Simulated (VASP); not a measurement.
Here is a VASP 6.6.1 calculation.

INCAR

```
ALGO = Normal
DIPOL = 0.5 0.5 0.500
EDIFF = 1E-6
ENCUT = 400
GGA = PE
GGA_COMPAT = False
IDIPOL = 3
ISIF = 2
ISMEAR = -1
LASPH = True
LCHARG = False
LDIPOL = True
LREAL = False
LWAVE = False
NBANDS = 25
NELM = 120
NELMDL = -8
PREC = Accurate
SIGMA = 0.1
```

Contents of KPOINTS:

```
k-points
0
Gamma
  13 13 1
```

The input POSCAR:

```
Ta2W
1.0
    2.8752873597      0.0000000000      0.0000000000
   -0.9584291199      2.7108469199      0.0000000000
    0.0000000000      0.0000000000     20.6953000000
Ta W
2 1
Direct
    0.0000000000      0.0000000000      0.3903954831
    0.0000000000      0.0000000000      0.6096045260
    0.5000000000      0.5000000000      0.4999999909
```

Potentials or basis: VASP PAW PBE potentials, release 64 (Ta_pv, W_sv).

Launch:

```console
$ cat potpaw_PBE.64/Ta_pv/POTCAR potpaw_PBE.64/W_sv/POTCAR > POTCAR
$ mpirun -np 1 vasp_std > vasp.out
```

(1) Predict the band gap on the k mesh.

(2) What does it give for the largest force?

## Answers

(1) zero (band 18 reaches 0.42 eV, above the bottom of band 19 at -1.17 eV).

(2) 0.625 eV/Å.

Caveat: spin-orbit coupling is left out, which moves the levels of the heavy elements.
